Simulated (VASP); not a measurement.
# Y (P6/mmm) in VASP: single point with PBEsol

Aim: the single point of Y with PBEsol.

All numbers are computed with VASP 6.6.1; they aren't measurements. Logs are shortened: lines on timing, memory, paths and dates and some standing lists are left out, and cuts for length are marked.

## 1. The cell of the first run

It takes space group P6/mmm (No. 191, hexagonal). The conventional cell has a = 5.545 Å, b = 5.545 Å, c = 3.470 Å, α = 90.00°, β = 90.00°, γ = 120.00°. Within 4.6 Å of Y (site symmetry 6/mmm) lie 14 Y at 3.47 to 3.64 Å. Y (site symmetry -6m2) has 11 Y at 3.20 to 3.64 Å within 4.2 Å.

This isn't the form of Y at room conditions, which is hcp.

## 2. Single point, PBEsol

File INCAR:

```
PREC     = Accurate       # precision mode
ENCUT    = 520            # plane-wave cutoff, eV
EDIFF    = 1E-7           # SCF threshold, eV
ISMEAR   = 0              # smearing method
SIGMA    = 0.1            # smearing width, eV
LREAL    = False          # projectors in reciprocal space
LASPH    = True           # aspherical terms in the spheres
NELM     = 60             # most SCF steps
ALGO     = Fast           # electronic algorithm
ISIF     = 2              # what is computed and relaxed
LWAVE    = False          # write WAVECAR
LCHARG   = False          # write CHGCAR
GGA      = PS             # functional
NBANDS   = 24             # bands
```

File KPOINTS:

```
regular mesh
0
Gamma
  12 12 14
```

File POSCAR:

```
Y
1.0
    5.5450422908      0.0000000000      0.0000000000
   -2.7725211454      4.8021474889      0.0000000000
    0.0000000000      0.0000000000      3.4701434323
Y
3
Direct
    0.0000000000      0.0000000000      0.0000000000
    0.3333333333      0.6666666667      0.5000000000
    0.6666666667      0.3333333333      0.5000000000
```

Potentials or basis: VASP PAW PBE potentials, release 64 (Y_sv).

Started as:

```console
> cat potpaw_PBE.64/Y_sv/POTCAR > POTCAR
> mpirun -np 1 vasp_std > vasp.out
```

OUTCAR:

```text
PREC = Accurate
   ENCUT = 520
   EDIFF = 1E-7
   ISMEAR = 0
   LREAL = False
   LASPH = True
   NELM = 60
   ISIF = 2
   GGA = PS

 ion  position               nearest neighbor table
   1  0.000  0.000  0.000-   2 3.64   3 3.64   2 3.64   3 3.64   3 3.64   3 3.64   2 3.64   2 3.64
                             3 3.64   3 3.64   2 3.64   2 3.64
   2  0.333  0.667  0.500-   3 3.20   3 3.20   3 3.20   1 3.64   1 3.64   1 3.64   1 3.64   1 3.64
                             1 3.64
   3  0.667  0.333  0.500-   2 3.20   2 3.20   2 3.20   1 3.64   1 3.64   1 3.64   1 3.64   1 3.64
                             1 3.64

  LATTYP: Found a hexagonal cell.
 ALAT       =     5.5450422908
 C/A-ratio  =     0.6258100931

  Lattice vectors:

 A1 = (   5.5450422908,   0.0000000000,   0.0000000000)
 A2 = (  -2.7725211454,   4.8021474889,   0.0000000000)
 A3 = (   0.0000000000,   0.0000000000,   3.4701434323)

Analysis of symmetry for initial positions (statically):
=====================================================================
 Subroutine PRICEL returns:
 Original cell was already a primitive cell.

 Routine SETGRP: Setting up the symmetry group for a
 hexagonal supercell.

 Subroutine GETGRP returns: Found 24 space group operations
 (whereof 24 operations were pure point group operations)
 out of a pool of 24 trial point group operations.

The static configuration has the point symmetry D_6h.

Analysis of symmetry for dynamics (positions and initial velocities):
=====================================================================
 Subroutine PRICEL returns:
 Original cell was already a primitive cell.

 Routine SETGRP: Setting up the symmetry group for a
 hexagonal supercell.

 Subroutine GETGRP returns: Found 24 space group operations
 (whereof 24 operations were pure point group operations)
 out of a pool of 24 trial point group operations.

The dynamic configuration has the point symmetry D_6h.

 Subroutine INISYM returns: Found 24 space group operations
 (whereof 24 operations are pure point group operations),
 and found     1 'primitive' translations

----------------------------------------------------------------------------------------

                                     Primitive cell

  volume of cell :      92.4034

  direct lattice vectors                    reciprocal lattice vectors
     5.545042291  0.000000000  0.000000000     0.180341276  0.104120084  0.000000000
    -2.772521145  4.802147489  0.000000000     0.000000000  0.208240168  0.000000000
     0.000000000  0.000000000  3.470143432     0.000000000  0.000000000  0.288172526

  length of vectors
     5.545042291  5.545042291  3.470143432     0.208240168  0.208240168  0.288172526

  position of ions in fractional coordinates (direct lattice)
     0.000000000  0.000000000  0.000000000
     0.333333333  0.666666667  0.500000000
     0.666666667  0.333333333  0.500000000

  ion indices of the primitive-cell ions
   primitive index   ion index
                 1           1
                 2           2
                 3           3

----------------------------------------------------------------------------------------

 KPOINTS: regular mesh

Automatic generation of k-mesh.
 Grid dimensions read from file:
 generate k-points for:   12   12   14

 Generating k-lattice:

  Cartesian coordinates                     Fractional coordinates (reciprocal lattice)
     0.015028440  0.008676674  0.000000000     0.083333333 -0.000000000  0.000000000
     0.000000000  0.017353347  0.000000000     0.000000000  0.083333333  0.000000000
     0.000000000  0.000000000  0.020583752     0.000000000  0.000000000  0.071428571

  Length of vectors
     0.017353347  0.017353347  0.020583752

  Shift w.r.t. Gamma in fractional coordinates (k-lattice)
     0.000000000  0.000000000  0.000000000

 Subroutine IBZKPT returns following result:
 ===========================================

 Found    152 irreducible k-points:

 Following reciprocal coordinates:
            Coordinates               Weight
  0.000000  0.000000  0.000000      1.000000
  0.083333  0.000000  0.000000      6.000000
  0.166667  0.000000  0.000000      6.000000
  0.250000  0.000000  0.000000      6.000000
  0.333333  0.000000  0.000000      6.000000
  0.416667  0.000000  0.000000      6.000000
[... 16 lines left out ...]
  0.250000  0.000000  0.071429     12.000000
  0.333333  0.000000  0.071429     12.000000
 [... further k-points ...]
   k-points           NKPTS =    152   k-points in BZ     NKDIM =    152   number of bands    NBANDS=     24
   number of dos      NEDOS =    301   number of ions     NIONS =      3
   total plane-waves  NPLWV =  49392
   dimension x,y,z NGX =    42 NGY =   42 NGZ =   28
   dimension x,y,z NGXF=    84 NGYF=   84 NGZF=   56
   ions per type =               3
   NGX,Y,Z   is equivalent  to a cutoff of  12.59, 12.59, 13.41 a.u.
   NGXF,Y,Z  is equivalent  to a cutoff of  25.18, 25.18, 26.83 a.u.
 SYSTEM =  unknown system
   PREC   = accura    normal or accurate (medium, high low for compatibility)
   ISTART =      0    job   : 0-new  1-cont  2-samecut
   ICHARG =      2    charge: 1-file 2-atom 10-const
   ISPIN  =      1    spin polarized calculation?
   LNONCOLLINEAR =      F non collinear calculations
   LSORBIT =      F    spin-orbit coupling
   LASPH  =      T    aspherical Exc in radial PAW
   ENCUT  =  520.0 eV  38.22 Ry    6.18 a.u.  10.31 10.31  6.45*2*pi/ulx,y,z
   NELM   =     60;   NELMIN=  2; NELMDL= -5     # of ELM steps
   EDIFF  = 0.1E-06   stopping-criterion for ELM
   LREAL  =      F    real-space projection
   EDIFFG = 0.1E-05   stopping-criterion for IOM
   NSW    =      0    number of steps for IOM
   IBRION =     -1    ionic relax: 0-MD 1-quasi-New 2-CG
   NFREE  =      0    steps in history (QN), initial steepest desc. (CG)
   ISIF   =      2    stress and relaxation
   ISYM   =      2    0-nonsym 1-usesym 2-fastsym
   POTIM  = 0.5000    time-step for ionic-motion
   TEBEG  =    0.0;   TEEND  =   0.0 temperature during run
   PSTRESS=    0.0 pullay stress
   NELECT =      33.0000    total number of electrons
   NUPDOWN=      -1.0000    fix difference up-down
   EMIN   =  10.00;   EMAX   =-10.00  energy-range for DOS
   EFERMI =   0.00;   METHOD = LEGACY
   ISMEAR =     0;   SIGMA  =   0.10  broadening in eV -4-tet -1-fermi 0-gaus
   EFERMI_NEDOS =   21; number of points for ismear=-14 and -15
   IALGO  =     68    algorithm
   IMIX   =      4    mixing-type and parameters
     AMIX     =   0.40;   BMIX     =  1.00
     AMIX_MAG =   1.60;   BMIX_MAG =  1.00
  volume/ion in A,a.u.               =      30.80       207.86
  Fermi-wavevector in a.u.,A,eV,Ry     =   1.161494  2.194905 18.355181  1.349068
  Thomas-Fermi vector in A             =   2.298065
   LORBIT       =      0    0 simple, 1 ext, 2 COOP (PROOUT), +10 PAW based schemes
   GGA     = PS    functional components
   LHFCALC =     F    Hartree Fock is set to
   AEXX    =    0.0000 exact exchange contribution
   IVDW    =     0    specifies the selected vdW correction
   LEPSILON=     F    determine dielectric tensor
   LRPA    =     F    only Hartree local field effects (RPA)
 non-spin polarized calculation
 RMM-DIIS sequential band-by-band and
 Gauss-broadening in eV      SIGMA  =   0.10
  energy-cutoff  :      520.00
  volume of cell :       92.40
 maximum number of plane-waves:      2510
 NGX is ok and might be reduce to    42
   NGX = 21   NGY = 21   NGZ = 13

 number of electron      33.0000002 magnetization

 Free energy of the ion-electron system (eV)
  ---------------------------------------------------
  ext. energy  EPLUGINS =         0.00000000
  ---------------------------------------------------
  free energy    TOTEN  =       -20.29620676 eV

  energy without entropy =      -20.26634342  energy(sigma->0) =      -20.28127509

 E-fermi :   3.1499     XC(G=0):  -9.7839

 val. band max:        3.1446776302   @ k =   0.2500   0.0000   0.0714
 cond. band min:       3.1592304027   @ k =   0.0833   0.0833   0.1429
 fundamental gap:      0.0145527725
 Fermi energy:         3.1499182171

 k-point     1 :       0.0000    0.0000    0.0000
  band No.  band energies     occupation
      1     -39.3079      2.00000
      2     -39.1714      2.00000
      3     -39.1605      2.00000
      4     -19.5729      2.00000
      5     -19.5729      2.00000
      6     -19.3221      2.00000
[... 16 lines left out ...]
     23       6.0914      0.00000
     24       6.0929      0.00000

 k-point     2 :       0.0833    0.0000    0.0000
  band No.  band energies     occupation
      1     -39.3056      2.00000
      2     -39.1734      2.00000
      3     -39.1610      2.00000
      4     -19.5870      2.00000
      5     -19.5769      2.00000
      6     -19.3050      2.00000
[... 16 lines left out ...]
     23       5.8430      0.00000
     24       5.8718      0.00000

 k-point     3 :       0.1667    0.0000    0.0000
  band No.  band energies     occupation
      1     -39.2988      2.00000
      2     -39.1790      2.00000
      3     -39.1623      2.00000
      4     -19.6191      2.00000
      5     -19.5794      2.00000
      6     -19.2640      2.00000
[... 16 lines left out ...]
     23       5.7150      0.00000
     24       5.8814      0.00000

 k-point     4 :       0.2500    0.0000    0.0000
  band No.  band energies     occupation
      1     -39.2883      2.00000
      2     -39.1879      2.00000
      3     -39.1641      2.00000
      4     -19.6541      2.00000
      5     -19.5667      2.00000
      6     -19.2147      2.00000
[... 16 lines left out ...]
     23       5.6681      0.00000
     24       6.1820      0.00000

 k-point     5 :       0.3333    0.0000    0.0000
  band No.  band energies     occupation
      1     -39.2754      2.00000
      2     -39.1993      2.00000
      3     -39.1659      2.00000
      4     -19.6834      2.00000
      5     -19.5327      2.00000
      6     -19.1680      2.00000
[... 451 lines left out ...]
 k-point    22 :       0.1667    0.0000    0.0714
  band No.  band energies     occupation
      1     -39.2968      2.00000
      2     -39.1775      2.00000
      3     -39.1611      2.00000
      4     -19.6148      2.00000
      5     -19.5755      2.00000
      6     -19.2600      2.00000
[... 16 lines left out ...]
     23       5.5969      0.00000
     24       5.9002      0.00000

 k-point    23 :       0.2500    0.0000    0.0714
  band No.  band energies     occupation
      1     -39.2864      2.00000
      2     -39.1863      2.00000
      3     -39.1628      2.00000
      4     -19.6490      2.00000
      5     -19.5627      2.00000
      6     -19.2123      2.00000
[... 16 lines left out ...]
     23       5.6177      0.00000
     24       6.1376      0.00000

 k-point    24 :       0.3333    0.0000    0.0714
  band No.  band energies     occupation
      1     -39.2735      2.00000
      2     -39.1977      2.00000
      3     -39.1646      2.00000
      4     -19.6776      2.00000
      5     -19.5297      2.00000
      6     -19.1815      2.00000
[... 16 lines left out ...]
     23       5.7087      0.00000
     24       6.5123      0.00000

 [... further k-points ...]
[... 5 lines left out ...]
  --------------------------------------------------------------------------------------
  -------------------------------------------------------------------------------------
  Total       -0.0475591     -0.0475591     -0.0659914      0.0000000      0.0000000     -0.0000000
  in kB       -0.8246246     -0.8246246     -1.1442216      0.0000000      0.0000000     -0.0000000
  external PRESSURE =      -0.9311569 kB  Pullay stress =       0.0000000 kB

 VOLUME and BASIS-vectors are now :
 -----------------------------------------------------------------------------
  energy-cutoff  :      520.00
  volume of cell :       92.40
      direct lattice vectors                 reciprocal lattice vectors
     5.545042291  0.000000000  0.000000000     0.180341276  0.104120084  0.000000000
    -2.772521145  4.802147489  0.000000000     0.000000000  0.208240168  0.000000000
     0.000000000  0.000000000  3.470143432     0.000000000  0.000000000  0.288172526

 POSITION                                       TOTAL-FORCE (eV/Angst)
 -----------------------------------------------------------------------------------
      0.00000      0.00000      0.00000        -0.000000      0.000000     -0.000000
     -0.00000      3.20143      1.73507         0.000000     -0.000000      0.000000
      2.77252      1.60072      1.73507        -0.000000      0.000000     -0.000000
 -----------------------------------------------------------------------------------
    total drift:                               -0.000000      0.000000     -0.000000

  FREE ENERGIE OF THE ION-ELECTRON SYSTEM (eV)
  ---------------------------------------------------
  free  energy   TOTEN  =       -20.2962067638 eV

  energy  without entropy=      -20.2663434153  energy(sigma->0) =      -20.28127509
```

Run time: 11 min. Hardware: 1 thread of Intel Xeon Platinum 8259CL at 2.50GHz (Skylake/Cascade Lake), shared host; peak memory 0.43 GiB.

Results:

- Free energy: -20.2962 eV
- Pressure: -0.1 GPa
- Band gap on the k mesh: zero (an odd number of electrons rules out a gap without spin polarisation)

Caveat: the PAW data sets were made with another functional, which shifts forces and pressure a little.
